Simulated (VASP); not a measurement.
# TaN (Fmm2) in VASP: further runs

TaN is run at these levels: LDA; tasks: single point.

Program: VASP 6.6.1. These are calculated values, not measurements. Logs are shortened: lines on timing, memory, paths and dates and some standing lists are left out, and cuts for length are marked.

## (1) The cell of the first run

It takes space group Fmm2 (No. 42, orthorhombic). Conventional cell: a = 4.232 Å, b = 4.349 Å, c = 4.232 Å, α = 90.00°, β = 90.00°, γ = 90.00°. Within 2.6 Å of Ta (site symmetry mm2) lie 6 N at 1.99 to 2.24 Å. N (site symmetry mm2) has 6 Ta at 1.99 to 2.24 Å within 2.6 Å.

## (2) Single point, LDA (atoms displaced along a vibrational mode, the cell strained)

Input file INCAR:

```
ALGO = Normal ; EDIFF = 1E-6
ENCUT = 520 ; GGA = CA
ISIF = 2 ; ISMEAR = 0
LASPH = True ; LCHARG = True
LELF = True ; LREAL = False
LVHAR = True ; LWAVE = False
NBANDS = 15 ; NELM = 80
PREC = Accurate ; SIGMA = 0.15
```

Input file KPOINTS:

```
k-points
0
Gamma
  18 18 18
```

Input file POSCAR:

```
TaN
1.0
    0.0000000000      2.1162163817      2.1742693740
    2.1162163817      0.0000000000      2.1742693740
    2.1162163817      2.1162163817      0.0000000000
Ta N
1 1
Direct
    0.4978193580      0.5021806420      0.5021806420
    0.0281703825     -0.0281703825     -0.0281703825
```

Potentials or basis: VASP PAW LDA potentials, release 64 (Ta_pv, N).

Command:

```
$ cat potpaw_LDA.64/Ta_pv/POTCAR potpaw_LDA.64/N/POTCAR > POTCAR
$ mpirun -np 1 vasp_std > vasp.out
```

OUTCAR:

```text
EDIFF = 1E-6
   ENCUT = 520
   GGA = CA
   ISIF = 2
   ISMEAR = 0
   LASPH = True
   LREAL = False
   NELM = 80
   PREC = Accurate

 ion  position               nearest neighbor table
   1  0.498  0.502  0.502-   2 1.99   2 2.12   2 2.12   2 2.18   2 2.18   2 2.24
   2  0.028  0.972  0.972-   1 1.99   1 2.12   1 2.12   1 2.18   1 2.18   1 2.24

  LATTYP: Found a body centered tetragonal cell.
 ALAT       =     2.9927819079
 C/A-ratio  =     1.4530089000

  Lattice vectors:

 A1 = (  -2.1162163817,   0.0000000000,   2.1742693740)
 A2 = (   2.1162163817,   0.0000000000,   2.1742693740)
 A3 = (   0.0000000000,   2.1162163817,  -2.1742693740)

Analysis of symmetry for initial positions (statically):
=====================================================================
 Subroutine PRICEL returns:
 Original cell was already a primitive cell.

 Routine SETGRP: Setting up the symmetry group for a
 body centered tetragonal supercell.

 Subroutine GETGRP returns: Found  4 space group operations
 (whereof  4 operations were pure point group operations)
 out of a pool of 16 trial point group operations.

The static configuration has the point symmetry C_2v.

Analysis of symmetry for dynamics (positions and initial velocities):
=====================================================================
 Subroutine PRICEL returns:
 Original cell was already a primitive cell.

 Routine SETGRP: Setting up the symmetry group for a
 body centered tetragonal supercell.

 Subroutine GETGRP returns: Found  4 space group operations
 (whereof  4 operations were pure point group operations)
 out of a pool of 16 trial point group operations.

The dynamic configuration has the point symmetry C_2v.

 Subroutine INISYM returns: Found  4 space group operations
 (whereof  4 operations are pure point group operations),
 and found     1 'primitive' translations

----------------------------------------------------------------------------------------

                                     Primitive cell

  volume of cell :      19.4744

  direct lattice vectors                    reciprocal lattice vectors
     0.000000000  2.116216382  2.174269374    -0.236270735  0.236270735  0.229962306
     2.116216382  0.000000000  2.174269374     0.236270735 -0.236270735  0.229962306
     2.116216382  2.116216382  0.000000000     0.236270735  0.236270735 -0.229962306

  length of vectors
     3.034109274  3.034109274  2.992781908     0.405623450  0.405623450  0.405623450

  position of ions in fractional coordinates (direct lattice)
     0.497819358  0.502180642  0.502180642
     0.028170383  0.971829617  0.971829617

  ion indices of the primitive-cell ions
   primitive index   ion index
                 1           1
                 2           2

----------------------------------------------------------------------------------------

 KPOINTS: k-points

Automatic generation of k-mesh.
 Grid dimensions read from file:
 generate k-points for:   18   18   18

 Generating k-lattice:

  Cartesian coordinates                     Fractional coordinates (reciprocal lattice)
    -0.013126152  0.013126152  0.012775684     0.055555556 -0.000000000  0.000000000
     0.013126152 -0.013126152  0.012775684    -0.000000000  0.055555556  0.000000000
     0.013126152  0.013126152 -0.012775684     0.000000000  0.000000000  0.055555556

  Length of vectors
     0.022534636  0.022534636  0.022534636

  Shift w.r.t. Gamma in fractional coordinates (k-lattice)
     0.000000000  0.000000000  0.000000000

 Subroutine IBZKPT returns following result:
 ===========================================

 Found    865 irreducible k-points:

 Following reciprocal coordinates:
            Coordinates               Weight
  0.000000  0.000000  0.000000      1.000000
  0.055556  0.000000  0.000000      8.000000
  0.111111  0.000000  0.000000      8.000000
  0.166667  0.000000  0.000000      8.000000
  0.222222  0.000000  0.000000      8.000000
  0.277778  0.000000  0.000000      8.000000
[... 16 lines left out ...]
 -0.277778  0.055556  0.000000      8.000000
 -0.222222  0.055556  0.000000      8.000000
 [... further k-points ...]
   k-points           NKPTS =    865   k-points in BZ     NKDIM =    865   number of bands    NBANDS=     15
   number of dos      NEDOS =    301   number of ions     NIONS =      2
   total plane-waves  NPLWV =  13824
   dimension x,y,z NGX =    24 NGY =   24 NGZ =   24
   dimension x,y,z NGXF=    48 NGYF=   48 NGZF=   48
   ions per type =               1   1
   NGX,Y,Z   is equivalent  to a cutoff of  13.15, 13.15, 13.33 a.u.
   NGXF,Y,Z  is equivalent  to a cutoff of  26.30, 26.30, 26.66 a.u.
 SYSTEM =  unknown system
   PREC   = accura    normal or accurate (medium, high low for compatibility)
   ISTART =      0    job   : 0-new  1-cont  2-samecut
   ICHARG =      2    charge: 1-file 2-atom 10-const
   ISPIN  =      1    spin polarized calculation?
   LNONCOLLINEAR =      F non collinear calculations
   LSORBIT =      F    spin-orbit coupling
   LASPH  =      T    aspherical Exc in radial PAW
   ENCUT  =  520.0 eV  38.22 Ry    6.18 a.u.   5.64  5.64  5.56*2*pi/ulx,y,z
   NELM   =     80;   NELMIN=  2; NELMDL= -5     # of ELM steps
   EDIFF  = 0.1E-05   stopping-criterion for ELM
   LREAL  =      F    real-space projection
   EDIFFG = 0.1E-04   stopping-criterion for IOM
   NSW    =      0    number of steps for IOM
   IBRION =     -1    ionic relax: 0-MD 1-quasi-New 2-CG
   NFREE  =      0    steps in history (QN), initial steepest desc. (CG)
   ISIF   =      2    stress and relaxation
   ISYM   =      2    0-nonsym 1-usesym 2-fastsym
   POTIM  = 0.5000    time-step for ionic-motion
   TEBEG  =    0.0;   TEEND  =   0.0 temperature during run
   PSTRESS=    0.0 pullay stress
   NELECT =      16.0000    total number of electrons
   NUPDOWN=      -1.0000    fix difference up-down
   EMIN   =  10.00;   EMAX   =-10.00  energy-range for DOS
   EFERMI =   0.00;   METHOD = LEGACY
   ISMEAR =     0;   SIGMA  =   0.15  broadening in eV -4-tet -1-fermi 0-gaus
   EFERMI_NEDOS =   21; number of points for ismear=-14 and -15
   IALGO  =     38    algorithm
   IMIX   =      4    mixing-type and parameters
     AMIX     =   0.40;   BMIX     =  1.00
     AMIX_MAG =   1.60;   BMIX_MAG =  1.00
  volume/ion in A,a.u.               =       9.74        65.71
  Fermi-wavevector in a.u.,A,eV,Ry     =   1.533300  2.897516 31.987397  2.351007
  Thomas-Fermi vector in A             =   2.640386
   LORBIT       =      0    0 simple, 1 ext, 2 COOP (PROOUT), +10 PAW based schemes
   GGA     = CA    functional components
   LHFCALC =     F    Hartree Fock is set to
   AEXX    =    0.0000 exact exchange contribution
   IVDW    =     0    specifies the selected vdW correction
   LEPSILON=     F    determine dielectric tensor
   LRPA    =     F    only Hartree local field effects (RPA)
 non-spin polarized calculation
 Gauss-broadening in eV      SIGMA  =   0.15
  energy-cutoff  :      520.00
  volume of cell :       19.47
 maximum number of plane-waves:       540
   NGX = 11   NGY = 11   NGZ = 11

 number of electron      16.0000000 magnetization

 Free energy of the ion-electron system (eV)
  ---------------------------------------------------
  ext. energy  EPLUGINS =         0.00000000
  ---------------------------------------------------
  free energy    TOTEN  =       -23.91899715 eV

  energy without entropy =      -23.91071232  energy(sigma->0) =      -23.91485474

 E-fermi :  10.3981     XC(G=0): -14.1347

 val. band max:       10.3980297799   @ k =   0.2778   0.0000   0.0000
 cond. band min:      10.4085026740   @ k =   0.3889   0.0556   0.0000
 fundamental gap:      0.0104728941
 Fermi energy:        10.3981208590

 k-point     1 :       0.0000    0.0000    0.0000
  band No.  band energies     occupation
      1     -24.9483      2.00000
      2     -24.9228      2.00000
      3     -24.9121      2.00000
      4      -8.8926      2.00000
      5       5.8621      2.00000
      6       5.8685      2.00000
      7       6.0713      2.00000
      8       8.1995      2.00000
      9       8.4791      2.00000
     10       8.6650      2.00000
     11      10.2198      1.90733
     12      11.1740      0.00000
     13      13.0673      0.00000
     14      19.9010      0.00000
     15      22.0900      0.00000

 k-point     2 :       0.0556    0.0000    0.0000
  band No.  band energies     occupation
      1     -24.9763      2.00000
      2     -24.9350      2.00000
      3     -24.9196      2.00000
      4      -8.8006      2.00000
      5       5.3800      2.00000
      6       5.6583      2.00000
      7       6.0687      2.00000
      8       8.1827      2.00000
      9       8.5273      2.00000
     10       8.7140      2.00000
     11      10.6233      0.03375
     12      11.5302      0.00000
     13      13.2908      0.00000
     14      20.1642      0.00000
     15      22.0900      0.00000

 k-point     3 :       0.1111    0.0000    0.0000
  band No.  band energies     occupation
      1     -25.0877      2.00000
      2     -24.9486      2.00000
      3     -24.9304      2.00000
      4      -8.5339      2.00000
      5       4.5678      2.00000
      6       5.1349      2.00000
      7       5.5828      2.00000
      8       8.3531      2.00000
      9       8.6877      2.00000
     10       8.9280      2.00000
     11      11.5408      0.00000
     12      12.4007      0.00000
     13      13.8860      0.00000
     14      20.9101      0.00000
     15      22.0898      0.00000
[... 343 lines left out ...]
 k-point    23 :      -0.2778    0.0556    0.0000
  band No.  band energies     occupation
      1     -25.7496      2.00000
      2     -25.0528      2.00000
      3     -24.9694      2.00000
      4      -6.7256      2.00000
      5       1.3748      2.00000
      6       3.0309      2.00000
      7       3.2881      2.00000
      8       9.8412      2.00000
      9      10.3913      1.05147
     10      11.2947      0.00000
     11      14.3812      0.00000
     12      16.6470      0.00000
     13      17.2575      0.00000
     14      22.0827      0.00000
     15      23.8451      0.00000

 k-point    24 :      -0.2222    0.0556    0.0000
  band No.  band energies     occupation
      1     -25.5514      2.00000
      2     -25.0274      2.00000
      3     -24.9531      2.00000
      4      -7.3154      2.00000
      5       2.2638      2.00000
      6       3.5644      2.00000
      7       3.8336      2.00000
      8       9.2755      2.00000
      9       9.8109      2.00000
     10      10.4802      0.43902
     11      13.2593      0.00000
     12      15.8963      0.00000
     13      16.2379      0.00000
     14      22.0868      0.00000
     15      23.5912      0.00000

 [... further k-points ...]
[... 5 lines left out ...]
  --------------------------------------------------------------------------------------
  -------------------------------------------------------------------------------------
  Total        5.5915757      4.1315613      1.2822857      0.0000000      0.0000000      0.0000000
  in kB      460.0248605    339.9079257    105.4950072      0.0000000      0.0000000      0.0000000
  external PRESSURE =     301.8092645 kB  Pullay stress =       0.0000000 kB

 VOLUME and BASIS-vectors are now :
 -----------------------------------------------------------------------------
  energy-cutoff  :      520.00
  volume of cell :       19.47
      direct lattice vectors                 reciprocal lattice vectors
     0.000000000  2.116216382  2.174269374    -0.236270735  0.236270735  0.229962306
     2.116216382  0.000000000  2.174269374     0.236270735 -0.236270735  0.229962306
     2.116216382  2.116216382  0.000000000     0.236270735  0.236270735 -0.229962306

 POSITION                                       TOTAL-FORCE (eV/Angst)
 -----------------------------------------------------------------------------------
      2.12545      2.11622      2.17427        -1.943476      0.000000      0.000000
      4.11320      2.11622      2.17427         1.943476      0.000000      0.000000
 -----------------------------------------------------------------------------------
    total drift:                               -0.000005     -0.000000     -0.000000

  FREE ENERGIE OF THE ION-ELECTRON SYSTEM (eV)
  ---------------------------------------------------
  free  energy   TOTEN  =       -23.9189971533 eV

  energy  without entropy=      -23.9107123167  energy(sigma->0) =      -23.91485474
```

Wall time 2.3 min (1 thread of AMD EPYC 9R45 (Zen 5), shared host); peak memory 0.32 GiB.

What came out:

| Item | Value |
| --- | --- |
| Free energy | -23.9190 eV |
| Pressure | 30.2 GPa |
| Largest force | 1.943 eV/Å |
| Band gap on the k mesh | zero (bands 8 and 9 overlap by 4.05 eV) |

Forces on the atoms (eV/Å):
```
Ta  -1.943  0.000  0.000
N    1.943  0.000  0.000
```

Caveat: the cell differs from its parent crystal (atoms displaced along a vibrational mode, the cell strained); the cell stands under pressure; spin-orbit coupling is left out, which moves the levels of the heavy elements; forces of over 1 eV/Å act on the atoms, so gaps and moduli don't describe the material at rest.

## (3) Single point, LDA (atoms displaced along a vibrational mode, the cell strained)

Input file INCAR:

```
SYSTEM = TaN
PREC     = Accurate       ! precision mode
ENCUT    = 520            ! plane-wave cutoff, eV
EDIFF    = 1E-6           ! SCF threshold, eV
ISMEAR   = 0              ! smearing method
SIGMA    = 0.15           ! smearing width, eV
LREAL    = .False.        ! projectors in reciprocal space
LASPH    = .True.         ! aspherical terms in the spheres
NELM     = 100            ! most SCF steps
ALGO     = Normal         ! electronic algorithm
ISIF     = 2              ! what is computed and relaxed
LWAVE    = .False.        ! write WAVECAR
LCHARG   = .True.         ! write CHGCAR
GGA      = CA             ! functional
LELF     = .True.         ! ELF
LVHAR    = .True.       
NBANDS   = 15             ! bands
```

Input file KPOINTS:

```
Automatic mesh
0
Gamma
  18 18 18
  0 0 0
```

Input file POSCAR:

```
TaN
1.0
    0.0000000000      2.1162163817      2.1742693740
    2.1162163817      0.0000000000      2.1742693740
    2.1162163817      2.1162163817      0.0000000000
Ta N
1 1
Direct
    0.4967281469      0.5032718531      0.5032718531
    0.0422670719     -0.0422670719     -0.0422670719
```

Potentials or basis: VASP PAW LDA potentials, release 64 (Ta_pv, N).

Command:

```
$ cat potpaw_LDA.64/Ta_pv/POTCAR potpaw_LDA.64/N/POTCAR > POTCAR
$ mpirun -np 1 vasp_std > vasp.out
```

Run time: 2.2 min. Hardware: 1 thread of AMD EPYC 9R45 (Zen 5), shared host; peak memory 0.32 GiB.

The run converged. Its results:

- Free energy: -23.7537 eV
- Pressure: 35.3 GPa
- Largest force: 3.247 eV/Å
- Band gap on the k mesh: zero (bands 8 and 9 overlap by 3.70 eV)

Forces on the atoms (eV/Å):
```
Ta  -3.247  0.000  0.000
N    3.247  0.000  0.000
```

Stress tensor (GPa, compression positive):
```
61.49  0.00  0.00
 0.00 33.52  0.00
 0.00  0.00 10.98
```

Levels at points of the mesh, in eV from the Fermi level:
```
           k point  band 6  band 7  band 8  band 9  band 10  band 11
(0.00, 0.00, 0.00)   -4.86   -4.66   -2.10   -1.31    -1.21    -0.07
(0.50, 0.00, 0.00)   -8.13   -8.02    1.96    2.29     2.49     4.22
(0.50, 0.50, 0.00)   -6.82   -4.74   -3.28    2.84     4.14     4.19
(0.50, 0.00, 0.50)   -6.49   -4.76   -3.52    2.75     3.98     4.36
(0.00, 0.50, 0.50)   -6.00   -4.82   -4.65    2.51     3.93     4.35
```

Caveat: the cell differs from its parent crystal (atoms displaced along a vibrational mode, the cell strained); the cell stands under pressure; spin-orbit coupling is left out, which moves the levels of the heavy elements; forces of over 1 eV/Å act on the atoms, so gaps and moduli don't describe the material at rest.
